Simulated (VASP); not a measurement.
ReS, 4 atoms in the cell. The structure is cubic, space group F-43m (No. 216). Conventional cell: a = 5.237 Å, b = 5.237 Å, c = 5.237 Å, α = 90.00°, β = 90.00°, γ = 90.00°. Re (site symmetry -43m) has 4 S at 2.27 Å within 3.0 Å. S (site symmetry -43m) has 4 Re at 2.27 Å within 3.0 Å. 

- Program: VASP 6.6.1
- Task: single point
- Functional: PBE
- Potentials or basis: VASP PAW PBE potentials, release 64 (Re, S)
- Cutoff: 520 eV
- k mesh: 12 × 12 × 6
- Occupations: gaussian, width 0.05 eV
- Spin: collinear spin
- Starting moments: [2.0, -2.0, 0.0, 0.0] μB
- Dipole correction: no
- Further INCAR settings: ALGO = Normal; EDIFF = 1e-07; NBANDS = 25

Potentials or basis: VASP PAW PBE potentials, release 64 (Re, S).

The run is started by

```sh
$ cat potpaw_PBE.64/Re/POTCAR potpaw_PBE.64/S/POTCAR > POTCAR
$ mpirun -np 1 vasp_std > vasp.out
```

Hardware: 1 thread of AMD EPYC 9R45 (Zen 5) (shared host).

Problem. How long does it take, and how much memory?

Solution. Run time: 5.7 min on 1 thread of AMD EPYC 9R45 (Zen 5) (shared host), peak memory 0.46 GiB. Counts: scf iterations 16, k points 100.
